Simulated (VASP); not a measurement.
# TePb: single point with r2SCAN

The system is TePb.

```
Pb Te
1.0
     0.00000    3.30019    3.30019
     3.30019    0.00000    3.30019
     3.30019    3.30019    0.00000
Pb Te
1 1
Direct
  0.00000 0.00000 0.00000
  0.50000 0.50000 0.50000
```

```yaml
Program: VASP 6.6.1
Task: single point
Functional: r2SCAN
Potentials_or_basis: VASP PAW PBE potentials, release 64 (Pb_d, Te)
Cutoff: 520 eV
k_mesh: 6 × 6 × 6
Occupations: gaussian, width 0.01 eV
Spin: no spin polarisation
Dipole_correction: no
Further_INCAR_settings: ALGO = Normal; EDIFF = 1e-06; NBANDS = 17
```

* Pressure: -1.2 GPa
* Band gap on the k mesh: 1.15 eV

Levels at points of the mesh, in eV from the valence-band top:
```tsv
k point	band 7	band 8	band 9	band 10	band 11	band 12	band 13	band 14
(0.00, 0.00, 0.00)	-5.79	-1.23	-1.23	-1.23	4.29	4.29	4.29	6.34
(0.50, 0.00, 0.00)	-8.55	-0.80	-0.80	0.00	1.15	1.59	1.59	8.87
(0.50, 0.50, 0.00)	-7.39	-4.17	-2.58	-2.58	3.87	5.60	5.60	6.80
```

It took 74 s on 1 thread of Intel(R) Xeon(R) Platinum 8259CL CPU @ 2.50GHz (Skylake/Cascade Lake), with other jobs on the host, peak memory 0.22 GiB.

Caveat: the PAW data sets were made with another functional, which shifts forces and pressure a little; spin-orbit coupling is left out, which moves the levels of the heavy elements. A k mesh can miss the band edges.
